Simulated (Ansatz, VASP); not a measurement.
**Pt in VASP and in Ansatz**

File INCAR:

```
SYSTEM = Pt
PREC = Accurate ; ENCUT = 520
EDIFF = 1E-6 ; ISMEAR = -1
SIGMA = 0.08 ; LREAL = .FALSE.
LASPH = .TRUE. ; NELM = 60
ALGO = Normal ; ISIF = 2
LWAVE = .FALSE. ; LCHARG = .TRUE.
GGA = CA ; LELF = .TRUE.
LVHAR = .TRUE. ; NBANDS = 17
```

File KPOINTS:

```
regular mesh
0
G
  16 16 9
  0 0 0
```

File POSCAR:

```
Pt
1.0
    2.4926295782      0.0000000000      0.0000000000
   -1.2463147891      2.1586805369      0.0000000000
    0.0000000000      0.0000000000      4.1976707225
Pt
2
Direct
    0.3333333333      0.6666666667      0.2500000000
    0.6666666667      0.3333333333      0.7500000000
```

Input for Ansatz:

```yaml
crystal:
  lattice:
    - [2.4926295782, 0.0, 0.0]
    - [-1.2463147891, 2.1586805369, 0.0]
    - [0.0, 0.0, 4.1976707225]
  atoms:
    - { symbol: Pt, position: [0.3333333333, 0.6666666667, 0.25] }
    - { symbol: Pt, position: [0.6666666667, 0.3333333333, 0.75] }
kpoints:
  mp_grid: { grid: [16, 16, 9] }
scf:
  occupations: { method: fermi_dirac, width: 0.08 }
hamiltonian:
  xc: lda
  pseudopotentials: { kind: paw }
output:
  forces: true
  stress: true
  eigenvalues: true
  populations: true
```

Change from the starting cell: volume scaled by 0.76, PAW files.

Alike in both runs: task single point; functional LDA; k mesh 16 × 16 × 9; occupations fermi-dirac, width 0.08 eV; no spin polarisation.

|  | VASP | Ansatz |
| --- | --- | --- |
| version | VASP 6.6.1 | Ansatz 0.2.0 |
| potentials or method | VASP PAW LDA potentials, release 64 (Pt) | PAW with Ansatz's default frozen-core files, scalar-relativistic |
| plane-wave cutoff (eV) | 520 | 420 |
| valence electrons in the cell | 20 | 36 |

Ansatz gave:

```
pressure (GPa)                                                : 167.9
traceless stress, the component that is largest in VASP (GPa) : 0.00
```

**Question.** Which values does VASP return?

**Answer.** Pressure (GPa): 171.5; traceless stress, the component that is largest in VASP (GPa): -0.33.

LDA's correlation is that of Perdew and Zunger in VASP and of Perdew and Wang (1992) in Ansatz. Both programs put the cell under a high pressure, so it lies far from rest at this level. VASP's potentials hold 20 valence electrons a cell and Ansatz's 36, so a difference there can come from the potentials and not from the codes.

Neither program's run includes spin-orbit coupling. Noted on VASP's run: the cell as given lies far from equilibrium.
